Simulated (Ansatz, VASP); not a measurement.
## One calculation of ZnBi3, two programs

```
Bi Zn
1.0
     4.87316    0.00000    0.00000
     0.00000    4.87316    0.00000
     0.00000    0.00000    4.87316
Bi Zn
3 1
Direct
  0.50000 0.50000 0.00000
  0.50000 0.00000 0.50000
  0.00000 0.50000 0.50000
  0.00000 0.00000 0.00000
```

Alike in both runs: functional RPBE; k mesh 3 × 3 × 3; occupations fermi-dirac, width 0.05 eV; no spin polarisation.

|  | VASP | Ansatz |
| --- | --- | --- |
| version | VASP 6.6.1 | Ansatz 0.2.0 |
| potentials or method | VASP PAW PBE potentials, release 64 (Bi_d, Zn) | Ansatz PAW |
| plane-wave cutoff (eV) | 520 | 420 |
| valence electrons in the cell | 57 | 57 |
| task | single point | band structure |

```tsv
	VASP	Ansatz	Ansatz less VASP
gap on the k mesh at the Fermi level (eV)	none	none	-
pressure (GPa)	1.9	2.0	+0.05
```

VASP's potentials were made for PBE, not for RPBE. A gap of «none» marks a metal or a gap that the smearing closes.

The k mesh is coarse, so the values compare programs but aren't converged. Spin-orbit coupling is off throughout.
